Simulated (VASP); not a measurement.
# TiCo (Pm-3m) in VASP: a series of runs, part 2 of 2

VASP 6.6.1. The steps go on from the part before.

**3. Single point, PBE, collinear spin, ferromagnetic start (13.05 Å³/atom)**

This run uses another cell than the first one, of 13.05 Å³/atom.

File INCAR:

```
  PREC = Accurate
  ENCUT = 520
  EDIFF = 1E-7
  ISMEAR = 0
  SIGMA = 0.05
  LREAL = F
  LASPH = T
  NELM = 150
  ALGO = Normal
  ISIF = 2
  LWAVE = F
  LCHARG = F
  ISPIN = 2
  MAGMOM = 0 1.1
  LORBIT = 11
  LMAXMIX = 4
  GGA = PE
  NBANDS = 22
```

File KPOINTS:

```
regular mesh
0
Gamma
  16 16 16
```

File POSCAR:

```
TiCo
1.0
    2.9660693728      0.0000000000      0.0000000000
    0.0000000000      2.9660693728      0.0000000000
    0.0000000000      0.0000000000      2.9660693728
Ti Co
1 1
Direct
    0.0000000000      0.0000000000      0.0000000000
    0.5000000000      0.5000000000      0.5000000000
```

Potentials or basis: VASP PAW PBE potentials, release 64 (Ti_sv, Co).

Run with:

```bash
> cat potpaw_PBE.64/Ti_sv/POTCAR potpaw_PBE.64/Co/POTCAR > POTCAR
> mpirun -np 1 vasp_std > vasp.out
```

OUTCAR:

```text
PREC = Accurate
   ENCUT = 520
   EDIFF = 1E-7
   ISMEAR = 0
   LREAL = F
   LASPH = T
   NELM = 150
   ISIF = 2
   ISPIN = 2
   LORBIT = 11
   GGA = PE

 ion  position               nearest neighbor table
   1  0.000  0.000  0.000-   2 2.57   2 2.57   2 2.57   2 2.57   2 2.57   2 2.57   2 2.57   2 2.57

   2  0.500  0.500  0.500-   1 2.57   1 2.57   1 2.57   1 2.57   1 2.57   1 2.57   1 2.57   1 2.57

  LATTYP: Found a simple cubic cell.
 ALAT       =     2.9660693728

  Lattice vectors:

[... 1416 lines left out ...]
  external PRESSURE =      30.4783578 kB  Pullay stress =       0.0000000 kB

 VOLUME and BASIS-vectors are now :
 -----------------------------------------------------------------------------
  energy-cutoff  :      520.00
  volume of cell :       26.09
      direct lattice vectors                 reciprocal lattice vectors
     2.966069373  0.000000000  0.000000000     0.337146531  0.000000000  0.000000000
     0.000000000  2.966069373  0.000000000     0.000000000  0.337146531  0.000000000
     0.000000000  0.000000000  2.966069373     0.000000000  0.000000000  0.337146531

 POSITION                                       TOTAL-FORCE (eV/Angst)
 -----------------------------------------------------------------------------------
      0.00000      0.00000      0.00000         0.000000      0.000000      0.000000
      1.48303      1.48303      1.48303         0.000000      0.000000      0.000000
 -----------------------------------------------------------------------------------
    total drift:                                0.000000      0.000000     -0.000000

  FREE ENERGIE OF THE ION-ELECTRON SYSTEM (eV)
  ---------------------------------------------------
  free  energy   TOTEN  =       -15.6739425870 eV

  energy  without entropy=      -15.6724598413  energy(sigma->0) =      -15.67320121

 total charge

# of ion       s       p       d       tot
------------------------------------------
    1        2.252   6.188   1.873  10.314
    2        0.535   0.475   7.311   8.321
--------------------------------------------------
tot          2.787   6.664   9.184  18.635

 magnetization (x)

# of ion       s       p       d       tot
------------------------------------------
    1       -0.002  -0.012  -0.006  -0.020
    2        0.029  -0.004   0.922   0.948
--------------------------------------------------
tot          0.027  -0.016   0.916   0.928
```

OSZICAR:

```text
N       E                     dE             d eps       ncg     rms          rms(c)
DAV:   1     0.166247348504E+03    0.16625E+03   -0.95561E+03 14808   0.120E+03
DAV:   2    -0.724890414142E+01   -0.17350E+03   -0.16481E+03 14820   0.304E+02
[... 12 lines left out ...]
DAV:  15    -0.156739726790E+02    0.52667E-04   -0.22235E-04 19534   0.103E-01    0.716E-02
DAV:  16    -0.156739416062E+02    0.31073E-04   -0.12881E-04 22736   0.718E-02    0.960E-03
DAV:  17    -0.156739421361E+02   -0.52995E-06   -0.67835E-06 17858   0.208E-02    0.486E-03
DAV:  18    -0.156739424068E+02   -0.27070E-06   -0.47973E-07 14778   0.670E-03    0.341E-03
DAV:  19    -0.156739425574E+02   -0.15053E-06   -0.27411E-07  9946   0.403E-03    0.140E-03
DAV:  20    -0.156739425870E+02   -0.29613E-07   -0.30441E-08  7952   0.165E-03
   1 F= -.15673943E+02 E0= -.15673201E+02  d E =-.148275E-02  mag=     0.8840
```

stdout:

```text
POSCAR found type information on POSCAR TiCo
 POSCAR found :  2 types and       2 ions
 scaLAPACK will be used
 LDA part: xc-table for (Slater+PW92), standard interpolation
 POSCAR, INCAR and KPOINTS ok, starting setup
 FFT: planning ... GRIDC
 FFT: planning ... GRID_SOFT
 FFT: planning ... GRID
 WAVECAR not read
 entering main loop
```

Run time: 88 s. Hardware: 1 thread of Intel Xeon 6975P-C (Granite Rapids), shared host; peak memory 0.26 GiB.

What came out:

```yaml
Free_energy: -15.6739 eV
Pressure: 3.0 GPa
Net_moment: 0.88 μB per cell
Site_moments: Ti -0.02; Co +0.95 μB
Valence_electrons_inside_the_program's_atomic_spheres: Ti 10.31; Co 8.32
```

Levels at points of the mesh, in eV from the Fermi level:
Spin up:
```tsv
k point	band 9	band 10	band 11	band 12	band 13	band 14
(0.00, 0.00, 0.00)	-1.92	-1.92	0.48	0.48	2.73	2.73
(0.50, 0.00, 0.00)	-2.03	-1.55	-0.74	-0.60	0.67	0.67
(0.50, 0.50, 0.00)	-1.53	-0.79	0.66	0.66	1.12	2.50
(0.50, 0.50, 0.50)	-2.14	-2.14	-1.51	-1.51	3.27	3.27
```
Spin down:
```tsv
k point	band 7	band 8	band 9	band 10	band 11	band 12	band 13	band 14
(0.00, 0.00, 0.00)	-3.61	-1.36	-1.36	-1.36	1.05	1.05	2.84	2.84
(0.50, 0.00, 0.00)	-1.93	-1.44	-1.44	-0.92	-0.84	0.62	0.68	0.68
(0.50, 0.50, 0.00)	-2.35	-2.35	0.00	0.31	0.64	0.64	1.29	2.70
(0.50, 0.50, 0.50)	-2.37	-2.14	-2.14	-2.14	0.03	0.03	3.21	3.21
```

Caveat: the cell stands under pressure.

**4. Single point, PBE, collinear spin, ferromagnetic start (13.58 Å³/atom)**

This run uses another cell than the first one, of 13.58 Å³/atom.

File INCAR:

```
SYSTEM = TiCo
PREC = Accurate ; ENCUT = 520
EDIFF = 1E-7 ; ISMEAR = 0
SIGMA = 0.05 ; LREAL = .FALSE.
LASPH = .TRUE. ; NELM = 150
ALGO = Normal ; ISIF = 2
LWAVE = .FALSE. ; LCHARG = .FALSE.
ISPIN = 2 ; MAGMOM = 0 1.1
LORBIT = 11 ; LMAXMIX = 4
GGA = PE ; NBANDS = 22
```

File KPOINTS:

```
regular mesh
0
G
  16 16 16
  0 0 0
```

File POSCAR:

```
TiCo
1.0
    3.0058871358      0.0000000000      0.0000000000
    0.0000000000      3.0058871358      0.0000000000
    0.0000000000      0.0000000000      3.0058871358
Ti Co
1 1
Direct
    0.0000000000      0.0000000000      0.0000000000
    0.5000000000      0.5000000000      0.5000000000
```

Run with:

```bash
> cat potpaw_PBE.64/Ti_sv/POTCAR potpaw_PBE.64/Co/POTCAR > POTCAR
> mpirun -np 1 vasp_std > vasp.out
```

Run time: 80 s. Hardware: 1 thread of Intel Xeon 6975P-C (Granite Rapids), shared host; peak memory 0.26 GiB.

The run converged. Its results:

| Property | Result |
| --- | --- |
| Free energy | -15.6717 eV |
| Pressure | -3.6 GPa |
| Net moment | 0.90 μB per cell |
| Site moments | Ti -0.05; Co +1.00 μB |
| Valence electrons inside the program's atomic spheres | Ti 10.26; Co 8.25 |

Levels at points of the mesh, in eV from the Fermi level:
Spin up:
| k point | band 8 | band 9 | band 10 | band 11 | band 12 | band 13 | band 14 | band 15 |
| --- | --- | --- | --- | --- | --- | --- | --- | --- |
| (0.00, 0.00, 0.00) | -1.88 | -1.88 | -1.88 | 0.44 | 0.44 | 2.59 | 2.59 | 2.59 |
| (0.50, 0.00, 0.00) | -1.99 | -1.99 | -1.54 | -0.69 | -0.65 | 0.66 | 0.66 | 2.18 |
| (0.50, 0.50, 0.00) | -2.69 | -1.56 | -0.83 | 0.61 | 0.61 | 1.06 | 2.36 | 2.36 |
| (0.50, 0.50, 0.50) | -2.02 | -2.02 | -2.02 | -1.54 | -1.54 | 3.12 | 3.12 | 6.74 |
Spin down:
```tsv
k point	band 6	band 7	band 8	band 9	band 10	band 11	band 12	band 13	band 14	band 15
(0.00, 0.00, 0.00)	-3.39	-3.39	-1.29	-1.29	-1.29	1.02	1.02	2.68	2.68	2.68
(0.50, 0.00, 0.00)	-3.77	-1.76	-1.36	-1.36	-0.86	-0.78	0.60	0.65	0.65	2.17
(0.50, 0.50, 0.00)	-3.61	-2.23	-2.23	0.04	0.32	0.57	0.57	1.22	2.55	2.55
(0.50, 0.50, 0.50)	-2.26	-2.26	-2.04	-2.04	-2.04	0.08	0.08	3.03	3.03	7.05
```

Caveat: the cell stands under tension.

**5. Overview**

```tsv
cell	gap on the mesh (eV)	pressure (GPa)	moment (μB)
a = 2.946 Å, 2 atoms	none	6.9	0.87
a = 2.966 Å, 2 atoms	none	3.0	0.88
a = 3.006 Å, 2 atoms	none	-3.6	0.90
```

Alike in all rows: task single point; level PBE; potentials or basis VASP PAW PBE potentials, release 64 (Ti_sv, Co); spin collinear, ferromagnetic start; k mesh 16 × 16 × 16; cutoff (eV) 520; smearing gaussian 0.05 eV.

Caveats: the cell stands under pressure (at least some runs); the cell stands under tension (at least some runs).

Total energies depend on the potentials used, so only differences within one code and one set of settings carry meaning.
